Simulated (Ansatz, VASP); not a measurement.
# Se in VASP and in Ansatz

```
CELL_PARAMETERS angstrom
4.06639 0.00000 0.00000
-2.03319 3.52160 0.00000
0.00000 0.00000 5.12810
ATOMIC_POSITIONS crystal
Se 0.24744 0.00000 0.16667
Se 0.00000 0.24744 0.83333
Se 0.75256 0.75256 0.50000
```

Alike in both runs: task relaxation of cell and atoms; functional PBE; k mesh 12 × 12 × 8; occupations gaussian, width 0.02 eV; no spin polarisation.

```csv
,VASP,Ansatz
version,VASP 6.6.1,Ansatz 0.2.0
potentials or method,"VASP PAW PBE potentials, release 64 (Se), cutoff 600 eV","scalar-relativistic, plane waves, PAW"
valence electrons in the cell,18,48
```

```tsv
	VASP	Ansatz	Ansatz less VASP
gap on the k mesh at the Fermi level, each at its own relaxed structure (eV)	1.02	1.04	+0.018
relaxed volume (Å³/atom)	29.83	29.85	+0.019
relaxed length of the cell vector where the two differ most in proportion (Å)	5.047	5.043	-0.0037
```

VASP's potentials hold 18 valence electrons a cell and Ansatz's 48, so a difference there can come from the potentials and not from the codes.

Noted on VASP's run: the volume moved by over 15 % at a fixed basis, so the end points are rough.
